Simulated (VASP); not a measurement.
# InSb2 (P6/mmm) in VASP: a series of runs

Runs on InSb2. Level: PBE. Tasks: single point, relaxation of cell and atoms.

All numbers are computed with VASP 6.6.1; they aren't measurements. Logs are shortened: lines on timing, memory, paths and dates and some standing lists are left out, and cuts for length are marked.

**1. The cell of the first run**

Symmetry: P6/mmm, No. 191, hexagonal system. The conventional cell has a = 5.166 Å, b = 5.166 Å, c = 3.659 Å, α = 90.00°, β = 90.00°, γ = 120.00°. Within 4.6 Å of In (site symmetry 6/mmm) lie 12 Sb at 3.50 Å and 2 In at 3.66 Å. Sb (site symmetry -6m2) has 5 Sb at 2.98 to 3.66 Å and 6 In at 3.50 Å within 3.9 Å.

The cell was built from a structure type or drawn by symmetry, and may not be a known phase.

**2. Single point, PBE**

Input file INCAR:

```
PREC = Accurate ; ENCUT = 520
EDIFF = 1E-6 ; ISMEAR = 0
SIGMA = 0.1 ; LREAL = F
LASPH = T ; NELM = 100
ALGO = Normal ; ISIF = 2
LWAVE = F ; LCHARG = F
GGA = PE ; NBANDS = 18
```

Input file KPOINTS:

```
Automatic mesh
0
Gamma
  6 6 6
```

Input file POSCAR:

```
InSb2
1.0
    5.1655147400      0.0000000000      0.0000000000
   -2.5827573700      4.4734669900      0.0000000000
    0.0000000000      0.0000000000      3.6586363100
In Sb
1 2
Direct
    0.0000000000      0.0000000000      0.0000000000
    0.6666666700      0.3333333300      0.5000000000
    0.3333333300      0.6666666700      0.5000000000
```

Potentials or basis: VASP PAW PBE potentials, release 64 (In_d, Sb).

On the command line:

```sh
cat potpaw_PBE.64/In_d/POTCAR potpaw_PBE.64/Sb/POTCAR > POTCAR
mpirun -np 1 vasp_std > vasp.out
```

OUTCAR:

```text
PREC = Accurate
   ENCUT = 520
   EDIFF = 1E-6
   ISMEAR = 0
   LREAL = F
   LASPH = T
   NELM = 100
   ISIF = 2
   GGA = PE

 ion  position               nearest neighbor table
   1  0.000  0.000  0.000-   2 3.50   3 3.50   2 3.50   3 3.50   2 3.50   2 3.50   3 3.50   3 3.50
                             2 3.50   2 3.50   3 3.50   3 3.50
   2  0.667  0.333  0.500-   3 2.98   3 2.98   3 2.98   1 3.50   1 3.50   1 3.50   1 3.50   1 3.50
                             1 3.50
   3  0.333  0.667  0.500-   2 2.98   2 2.98   2 2.98   1 3.50   1 3.50   1 3.50   1 3.50   1 3.50
                             1 3.50

  LATTYP: Found a hexagonal cell.
 ALAT       =     5.1655147400
 C/A-ratio  =     0.7082810706

  Lattice vectors:

 A1 = (   5.1655147400,   0.0000000000,   0.0000000000)
 A2 = (  -2.5827573700,   4.4734669900,   0.0000000000)
 A3 = (   0.0000000000,   0.0000000000,   3.6586363100)

Analysis of symmetry for initial positions (statically):
=====================================================================
 Subroutine PRICEL returns:
 Original cell was already a primitive cell.

 Routine SETGRP: Setting up the symmetry group for a
 hexagonal supercell.

 Subroutine GETGRP returns: Found 24 space group operations
 (whereof 24 operations were pure point group operations)
 out of a pool of 24 trial point group operations.

The static configuration has the point symmetry D_6h.

Analysis of symmetry for dynamics (positions and initial velocities):
=====================================================================
 Subroutine PRICEL returns:
 Original cell was already a primitive cell.

 Routine SETGRP: Setting up the symmetry group for a
 hexagonal supercell.

 Subroutine GETGRP returns: Found 24 space group operations
 (whereof 24 operations were pure point group operations)
 out of a pool of 24 trial point group operations.

The dynamic configuration has the point symmetry D_6h.

 Subroutine INISYM returns: Found 24 space group operations
 (whereof 24 operations are pure point group operations),
 and found     1 'primitive' translations

----------------------------------------------------------------------------------------

                                     Primitive cell

  volume of cell :      84.5429

  direct lattice vectors                    reciprocal lattice vectors
     5.165514740  0.000000000  0.000000000     0.193591549  0.111770133  0.000000000
    -2.582757370  4.473466990  0.000000000     0.000000000  0.223540266  0.000000000
     0.000000000  0.000000000  3.658636310     0.000000000  0.000000000  0.273325883

  length of vectors
     5.165514740  5.165514741  3.658636310     0.223540266  0.223540266  0.273325883

  position of ions in fractional coordinates (direct lattice)
     0.000000000  0.000000000  0.000000000
     0.666666670  0.333333330  0.500000000
     0.333333330  0.666666670  0.500000000

  ion indices of the primitive-cell ions
   primitive index   ion index
                 1           1
                 2           2
                 3           3

----------------------------------------------------------------------------------------

 KPOINTS: Automatic mesh

Automatic generation of k-mesh.
 Grid dimensions read from file:
 generate k-points for:    6    6    6

 Generating k-lattice:

  Cartesian coordinates                     Fractional coordinates (reciprocal lattice)
     0.032265258  0.018628355  0.000000000     0.166666667 -0.000000000  0.000000000
     0.000000000  0.037256711  0.000000000     0.000000000  0.166666667  0.000000000
     0.000000000  0.000000000  0.045554314     0.000000000  0.000000000  0.166666667

  Length of vectors
     0.037256711  0.037256711  0.045554314

  Shift w.r.t. Gamma in fractional coordinates (k-lattice)
     0.000000000  0.000000000  0.000000000

 Subroutine IBZKPT returns following result:
 ===========================================

 Found     28 irreducible k-points:

 Following reciprocal coordinates:
            Coordinates               Weight
  0.000000  0.000000  0.000000      1.000000
  0.166667 -0.000000  0.000000      6.000000
  0.333333  0.000000  0.000000      6.000000
  0.500000  0.000000  0.000000      3.000000
  0.166667  0.166667  0.000000      6.000000
  0.333333  0.166667  0.000000     12.000000
[... 16 lines left out ...]
  0.166667 -0.000000  0.500000      6.000000
  0.333333  0.000000  0.500000      6.000000
 [... further k-points ...]
   k-points           NKPTS =     28   k-points in BZ     NKDIM =     28   number of bands    NBANDS=     18
   number of dos      NEDOS =    301   number of ions     NIONS =      3
   total plane-waves  NPLWV =  44800
   dimension x,y,z NGX =    40 NGY =   40 NGZ =   28
   dimension x,y,z NGXF=    80 NGYF=   80 NGZF=   56
   ions per type =               1   2
   NGX,Y,Z   is equivalent  to a cutoff of  12.87, 12.87, 12.72 a.u.
   NGXF,Y,Z  is equivalent  to a cutoff of  25.75, 25.75, 25.45 a.u.
 SYSTEM =  unknown system
   PREC   = accura    normal or accurate (medium, high low for compatibility)
   ISTART =      0    job   : 0-new  1-cont  2-samecut
   ICHARG =      2    charge: 1-file 2-atom 10-const
   ISPIN  =      1    spin polarized calculation?
   LNONCOLLINEAR =      F non collinear calculations
   LSORBIT =      F    spin-orbit coupling
   LASPH  =      T    aspherical Exc in radial PAW
   ENCUT  =  520.0 eV  38.22 Ry    6.18 a.u.   9.60  9.60  6.80*2*pi/ulx,y,z
   NELM   =    100;   NELMIN=  2; NELMDL= -5     # of ELM steps
   EDIFF  = 0.1E-05   stopping-criterion for ELM
   LREAL  =      F    real-space projection
   EDIFFG = 0.1E-04   stopping-criterion for IOM
   NSW    =      0    number of steps for IOM
   IBRION =     -1    ionic relax: 0-MD 1-quasi-New 2-CG
   NFREE  =      0    steps in history (QN), initial steepest desc. (CG)
   ISIF   =      2    stress and relaxation
   ISYM   =      2    0-nonsym 1-usesym 2-fastsym
   POTIM  = 0.5000    time-step for ionic-motion
   TEBEG  =    0.0;   TEEND  =   0.0 temperature during run
   PSTRESS=    0.0 pullay stress
   NELECT =      23.0000    total number of electrons
   NUPDOWN=      -1.0000    fix difference up-down
   EMIN   =  10.00;   EMAX   =-10.00  energy-range for DOS
   EFERMI =   0.00;   METHOD = LEGACY
   ISMEAR =     0;   SIGMA  =   0.10  broadening in eV -4-tet -1-fermi 0-gaus
   EFERMI_NEDOS =   21; number of points for ismear=-14 and -15
   IALGO  =     38    algorithm
   IMIX   =      4    mixing-type and parameters
     AMIX     =   0.40;   BMIX     =  1.00
     AMIX_MAG =   1.60;   BMIX_MAG =  1.00
  volume/ion in A,a.u.               =      28.18       190.17
  Fermi-wavevector in a.u.,A,eV,Ry     =   1.060779  2.004582 15.309996  1.125253
  Thomas-Fermi vector in A             =   2.196172
   LORBIT       =      0    0 simple, 1 ext, 2 COOP (PROOUT), +10 PAW based schemes
   GGA     = PE    functional components
   LHFCALC =     F    Hartree Fock is set to
   AEXX    =    0.0000 exact exchange contribution
   IVDW    =     0    specifies the selected vdW correction
   LEPSILON=     F    determine dielectric tensor
   LRPA    =     F    only Hartree local field effects (RPA)
 non-spin polarized calculation
 Gauss-broadening in eV      SIGMA  =   0.10
  energy-cutoff  :      520.00
  volume of cell :       84.54
 maximum number of plane-waves:      2306
 NGX is ok and might be reduce to    40

 number of electron      23.0000010 magnetization

 Free energy of the ion-electron system (eV)
  ---------------------------------------------------
  ext. energy  EPLUGINS =         0.00000000
  ---------------------------------------------------
  free energy    TOTEN  =       -10.37114209 eV

  energy without entropy =      -10.36145412  energy(sigma->0) =      -10.36629811

 E-fermi :   7.4047     XC(G=0):  -9.9394

 val. band max:        7.3883340468   @ k =   0.5000   0.0000   0.3333
 cond. band min:       7.4094691421   @ k =   0.1667  -0.0000   0.0000
 fundamental gap:      0.0211350953
 Fermi energy:         7.4046693365

 k-point     1 :       0.0000    0.0000    0.0000
  band No.  band energies     occupation
      1      -7.0210      2.00000
      2      -6.9548      2.00000
      3      -6.9548      2.00000
      4      -6.9247      2.00000
      5      -6.9247      2.00000
      6      -4.5764      2.00000
[... 10 lines left out ...]
     17      15.2202      0.00000
     18      15.2202      0.00000

 k-point     2 :       0.1667   -0.0000    0.0000
  band No.  band energies     occupation
      1      -7.0202      2.00000
      2      -6.9572      2.00000
      3      -6.9518      2.00000
      4      -6.9256      2.00000
      5      -6.9248      2.00000
      6      -4.3836      2.00000
[... 10 lines left out ...]
     17      14.2428      0.00000
     18      14.5172      0.00000

 k-point     3 :       0.3333    0.0000    0.0000
  band No.  band energies     occupation
      1      -7.0186      2.00000
      2      -6.9626      2.00000
      3      -6.9460      2.00000
      4      -6.9274      2.00000
      5      -6.9250      2.00000
      6      -3.8310      2.00000
[... 10 lines left out ...]
     17      12.8594      0.00000
     18      13.2859      0.00000

 k-point     4 :       0.5000    0.0000    0.0000
  band No.  band energies     occupation
      1      -7.0179      2.00000
      2      -6.9655      2.00000
      3      -6.9430      2.00000
      4      -6.9283      2.00000
      5      -6.9251      2.00000
      6      -3.2732      2.00000
[... 375 lines left out ...]
      4      -6.9409      2.00000
      5      -6.8771      2.00000
      6      -3.3332      2.00000
[... 10 lines left out ...]
     17       9.4446      0.00000
     18      11.5354      0.00000

 k-point    23 :       0.1667   -0.0000    0.5000
  band No.  band energies     occupation
      1      -6.9956      2.00000
      2      -6.9886      2.00000
      3      -6.9419      2.00000
      4      -6.9393      2.00000
      5      -6.8754      2.00000
      6      -3.1372      2.00000
[... 10 lines left out ...]
     17      10.3175      0.00000
     18      12.3244      0.00000

 k-point    24 :       0.3333    0.0000    0.5000
  band No.  band energies     occupation
      1      -7.0109      2.00000
      2      -6.9909      2.00000
      3      -6.9439      2.00000
      4      -6.9361      2.00000
      5      -6.8720      2.00000
      6      -2.5934      2.00000
[... 10 lines left out ...]
     17      11.9355      0.00000
     18      13.9590      0.00000

 [... further k-points ...]
[... 5 lines left out ...]
  --------------------------------------------------------------------------------------
  -------------------------------------------------------------------------------------
  Total        2.6514153      2.6514153     -1.4280548     -0.0000000     -0.0000000      0.0000000
  in kB       50.2471294     50.2471294    -27.0631519     -0.0000000     -0.0000000      0.0000000
  external PRESSURE =      24.4770356 kB  Pullay stress =       0.0000000 kB

 VOLUME and BASIS-vectors are now :
 -----------------------------------------------------------------------------
  energy-cutoff  :      520.00
  volume of cell :       84.54
      direct lattice vectors                 reciprocal lattice vectors
     5.165514740  0.000000000  0.000000000     0.193591549  0.111770133  0.000000000
    -2.582757370  4.473466990  0.000000000     0.000000000  0.223540266  0.000000000
     0.000000000  0.000000000  3.658636310     0.000000000  0.000000000  0.273325883

 POSITION                                       TOTAL-FORCE (eV/Angst)
 -----------------------------------------------------------------------------------
      0.00000      0.00000      0.00000         0.000000      0.000000      0.000000
      2.58276      1.49116      1.82932         0.000000     -0.000000     -0.000000
     -0.00000      2.98231      1.82932        -0.000000      0.000000      0.000000
 -----------------------------------------------------------------------------------
    total drift:                               -0.000000      0.000000      0.000000

  FREE ENERGIE OF THE ION-ELECTRON SYSTEM (eV)
  ---------------------------------------------------
  free  energy   TOTEN  =       -10.3711420899 eV

  energy  without entropy=      -10.3614541221  energy(sigma->0) =      -10.36629811
```

It took 17 s on 1 thread of Intel Xeon 6975P-C (Granite Rapids), shared host; peak memory 0.21 GiB.

Results:

```yaml
Free_energy: -10.3711 eV
Pressure: 2.4 GPa
Band_gap_on_the_k_mesh: zero (an odd number of electrons rules out a gap without spin polarisation)
```

Caveat: spin-orbit coupling is left out, which moves the levels of the heavy elements.

**3. Single point, PBE**

This run uses another cell than the first one: it holds 6 atoms, not 3.

Input file INCAR:

```
SYSTEM = InSb2
ALGO = Normal ; EDIFF = 1E-6
ENCUT = 520 ; GGA = PE
ISIF = 2 ; ISMEAR = 0
LASPH = .TRUE. ; LCHARG = .FALSE.
LREAL = .FALSE. ; LWAVE = .FALSE.
NBANDS = 32 ; NELM = 100
PREC = Accurate ; SIGMA = 0.2
```

Input file KPOINTS:

```
k-points
0
G
  6 4 2
  0 0 0
```

Input file POSCAR:

```
InSb2
1.0
    0.0000000000      0.0000000000      3.2363127952
    5.5156032726      0.0000000000      0.0000000000
    0.0000000000      9.5533051025      0.0000000000
In Sb
2 4
Direct
    0.0000000000      0.0000000000      0.0000000000
    0.0000000000      0.5000000000      0.5000000000
    0.5000000000      0.5000000000      0.1666666667
    0.5000000000      0.0000000000      0.6666666667
    0.5000000000      0.0000000000      0.3333333333
    0.5000000000      0.5000000000      0.8333333333
```

Potentials or basis: VASP PAW PBE potentials, release 64 (In_d, Sb).

On the command line:

```sh
cat potpaw_PBE.64/In_d/POTCAR potpaw_PBE.64/Sb/POTCAR > POTCAR
mpirun -np 1 vasp_std > vasp.out
```

OUTCAR:

```text
SYSTEM = InSb2
   EDIFF = 1E-6
   ENCUT = 520
   GGA = PE
   ISIF = 2
   ISMEAR = 0
   LASPH = .TRUE.
   LREAL = .FALSE.
   NELM = 100
   PREC = Accurate

 ion  position               nearest neighbor table
   1  0.000  0.000  0.000-   4 3.57   5 3.57   4 3.57   5 3.57   3 3.57   6 3.57   3 3.57   3 3.57
                             6 3.57   6 3.57   3 3.57   6 3.57
   2  0.000  0.500  0.500-   3 3.57   6 3.57   3 3.57   6 3.57   4 3.57   5 3.57   5 3.57   4 3.57
                             5 3.57   4 3.57   4 3.57   5 3.57
   3  0.500  0.500  0.167-   5 3.18   5 3.18   6 3.18   2 3.57   2 3.57   1 3.57   1 3.57   1 3.57
                             1 3.57
   4  0.500  0.000  0.667-   6 3.18   6 3.18   5 3.18   1 3.57   1 3.57   2 3.57   2 3.57   2 3.57
                             2 3.57
   5  0.500  0.000  0.333-   3 3.18   3 3.18   4 3.18   1 3.57   1 3.57   2 3.57   2 3.57   2 3.57
                             2 3.57
   6  0.500  0.500  0.833-   4 3.18   4 3.18   3 3.18   2 3.57   2 3.57   1 3.57   1 3.57   1 3.57
                             1 3.57

  LATTYP: Found a simple orthorhombic cell.
[... 210 lines left out ...]
 cond. band min:       7.5816839514   @ k =   0.3333   0.5000   0.5000
 fundamental gap:      0.0705038029
 Fermi energy:         7.5183025731

 k-point     1 :       0.0000    0.0000    0.0000
  band No.  band energies     occupation
      1      -7.2767      2.00000
      2      -7.2742      2.00000
      3      -7.1019      2.00000
      4      -7.0920      2.00000
      5      -7.0916      2.00000
      6      -7.0839      2.00000
[... 829 lines left out ...]
     31      10.7406      0.00000
     32      10.7406      0.00000

------------------------ aborting loop because EDIFF is reached ----------------------------------------

  FORCE on cell =-STRESS in cart. coord.  units (eV):
  Direction    XX          YY          ZZ          XY          YZ          ZX
  --------------------------------------------------------------------------------------
  -------------------------------------------------------------------------------------
  Total        0.9930005     -0.6892413     -0.2474824      0.0000000      0.0000000      0.0000000
  in kB        9.3295975     -6.4756702     -2.3251866      0.0000000      0.0000000      0.0000000
  external PRESSURE =       0.1762469 kB  Pullay stress =       0.0000000 kB

 VOLUME and BASIS-vectors are now :
 -----------------------------------------------------------------------------
  energy-cutoff  :      520.00
  volume of cell :      170.53
      direct lattice vectors                 reciprocal lattice vectors
     0.000000000  0.000000000  3.236312795     0.000000000  0.000000000  0.308993618
     5.515603273  0.000000000  0.000000000     0.181303830  0.000000000  0.000000000
     0.000000000  9.553305102  0.000000000     0.000000000  0.104675815  0.000000000

 POSITION                                       TOTAL-FORCE (eV/Angst)
 -----------------------------------------------------------------------------------
      0.00000      0.00000      0.00000         0.000000      0.000000     -0.000000
      2.75780      4.77665      0.00000         0.000000      0.000000     -0.000000
      2.75780      1.59222      1.61816        -0.000000      0.039840      0.000000
      0.00000      6.36887      1.61816        -0.000000      0.039840      0.000000
      0.00000      3.18444      1.61816         0.000000     -0.039840      0.000000
      2.75780      7.96109      1.61816         0.000000     -0.039840      0.000000
 -----------------------------------------------------------------------------------
    total drift:                                0.000000      0.000000      0.000000

  FREE ENERGIE OF THE ION-ELECTRON SYSTEM (eV)
  ---------------------------------------------------
  free  energy   TOTEN  =       -21.0608776694 eV

  energy  without entropy=      -20.9742522767  energy(sigma->0) =      -21.01756497
```

stdout:

```text
POSCAR found type information on POSCAR InSb
 POSCAR found :  2 types and       6 ions
 scaLAPACK will be used
 LDA part: xc-table for (Slater+PW92), standard interpolation
 POSCAR, INCAR and KPOINTS ok, starting setup
 FFT: planning ... GRIDC
 FFT: planning ... GRID_SOFT
 FFT: planning ... GRID
 WAVECAR not read
 entering main loop
```

It took 51 s on 1 thread of Intel Xeon 6975P-C (Granite Rapids), shared host; peak memory 0.31 GiB.

What came out:

```yaml
Free_energy: -21.0609 eV
Pressure: 0.0 GPa
Largest_force: 0.040 eV/Å
Band_gap_on_the_k_mesh: zero (bands 23 and 24 overlap by 3.97 eV)
```

Forces on the atoms (eV/Å):
```
In   0.000  0.000  0.000
In   0.000  0.000  0.000
Sb   0.000  0.040  0.000
Sb   0.000  0.040  0.000
Sb   0.000 -0.040  0.000
Sb   0.000 -0.040  0.000
```

Caveat: spin-orbit coupling is left out, which moves the levels of the heavy elements.

[end of part 1 of 2]
